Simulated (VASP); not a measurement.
Crystal: Ge3Pd.

```
CELL_PARAMETERS angstrom
4.22326 0.00000 0.00000
0.00000 4.22326 0.00000
0.00000 0.00000 4.22326
ATOMIC_POSITIONS crystal
Pd 0.00000 0.00000 0.00000
Ge 0.50000 0.50000 0.00000
Ge 0.50000 0.00000 0.50000
Ge 0.00000 0.50000 0.50000
```

Base run:

| Quantity | Value |
| --- | --- |
| Program | VASP 6.6.1 |
| Functional | PBEsol |
| Potentials or basis | VASP PAW PBE potentials, release 64 (Pd, Ge_d) |
| Cutoff | 520 eV |
| k mesh | 7 × 7 × 7 |
| Occupations | fermi-dirac, width 0.05 eV |
| Spin | no spin polarisation |

Its results: band gap on the k mesh zero (band 26 reaches 6.82 eV, above the bottom of band 27 at 5.33 eV); pressure -8.5 GPa.

**Question.** After a change of settings the same cell gave: band gap on the k mesh zero (band 26 reaches 6.82 eV, above the bottom of band 27 at 5.33 eV); pressure -7.0 GPa. Which change was it?
A. functional from PBEsol to LDA; potentials or basis from VASP PAW PBE potentials, release 64 (Pd, Ge_d) to VASP PAW LDA potentials, release 64 (Pd, Ge_d)
B. functional from PBEsol to PBE; further incar settings from ALGO = Normal; EDIFF = 1e-06; NBANDS = 34 to ALGO = Normal; EDIFF = 1e-07; NBANDS = 34
C. functional from PBEsol to r2SCAN

**Answer.** C.

Caveats: the PAW data sets were made with another functional, which shifts forces and pressure a little.
